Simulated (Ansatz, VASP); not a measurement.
**Hf: VASP beside Ansatz**

```
CELL_PARAMETERS angstrom
2.34346 0.00000 0.00000
-1.17173 2.02950 0.00000
0.00000 0.00000 4.07221
ATOMIC_POSITIONS crystal
Hf 0.33333 0.66667 0.25000
Hf 0.66667 0.33333 0.75000
```

Change from the starting cell: volume scaled by 0.43, LAPW.

Alike in both runs: task single point; functional PBE; k mesh 14 × 14 × 8; occupations fermi-dirac, width 0.05 eV; no spin polarisation.

|  | VASP | Ansatz |
| --- | --- | --- |
| version | VASP 6.6.1 | Ansatz 0.2.0 |
| potentials or method | VASP PAW PBE potentials, release 64 (Hf_pv), cutoff 520 eV | all-electron LAPW, scalar-relativistic |

Ansatz gave:

* pressure (GPa): 396.3
* traceless stress, the component that is largest in VASP (GPa): 0.45

**Question.** Which values does VASP return?

**Answer.** Pressure (GPa): 387.3; traceless stress, the component that is largest in VASP (GPa): 0.13.

Both programs put the cell under a high pressure, so it lies far from rest at this level. Ansatz ran all-electron here, and VASP with PAW potentials.

Spin-orbit coupling is off throughout. Noted on VASP's run: the cell as given lies far from equilibrium.
